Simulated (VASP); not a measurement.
Input of a VASP 6.6.1 run:

INCAR

```
PREC = Accurate ; ENCUT = 520
EDIFF = 1E-6 ; ISMEAR = 0
SIGMA = 0.15 ; LREAL = F
LASPH = T ; NELM = 60
ALGO = Normal ; ISIF = 2
LWAVE = F ; LCHARG = T
GGA = PS ; LELF = T
LVHAR = T ; NBANDS = 10
```

The input KPOINTS:

```
Automatic mesh
0
Gamma
  16 16 16
```

File POSCAR:

```
Na
1.0
   -2.0116250000      2.0116250000      2.1175000000
    2.0116250000     -2.0116250000      2.1175000000
    2.0116250000      2.0116250000     -2.1175000000
Na
1
Direct
    0.0000000000      0.0000000000      0.0000000000
```

Potentials or basis: VASP PAW PBE potentials, release 64 (Na_pv).

The run is started by

```console
$ cat potpaw_PBE.64/Na_pv/POTCAR > POTCAR
$ mpirun -np 1 vasp_std > vasp.out
```

Q: Estimate the pressure.

A: 0.5 GPa.

Q: What does it give for the band gap on the k mesh?

A: Zero (an odd number of electrons rules out a gap without spin polarisation).

Caveat: the cell differs from its parent crystal (strain -0.050 along x and y, +0.000 along z); the PAW data sets were made with another functional, which shifts forces and pressure a little.
